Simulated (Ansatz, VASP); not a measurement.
## Si2Ni: VASP beside Ansatz

```
Ni Si
1.0
     0.00000    2.70300    2.70300
     2.70300    0.00000    2.70300
     2.70300    2.70300    0.00000
Ni Si
1 2
Direct
  0.00000 0.00000 0.00000
  0.75000 0.75000 0.75000
  0.25000 0.25000 0.25000
```

Alike in both runs: task single point; functional PBE; k mesh 7 × 7 × 7; occupations fermi-dirac, width 0.05 eV; collinear spin; fixed moment 0 μB.

|  | VASP | Ansatz |
| --- | --- | --- |
| version | VASP 6.6.1 | Ansatz 0.2.0 |
| potentials or method | VASP PAW PBE potentials, release 64 (Ni, Si) | Ansatz PAW |
| plane-wave cutoff (eV) | 520 | 420 |
| valence electrons in the cell | 18 | 26 |

VASP gave:

- pressure (GPa): 3.0
- net moment per atom (μB): 0.00

Task: What did Ansatz give for the same quantities?

Result: Pressure (GPa): 3.1; net moment per atom (μB): 0.00.

VASP's potentials hold 18 valence electrons a cell and Ansatz's 26, so a difference there can come from the potentials and not from the codes.
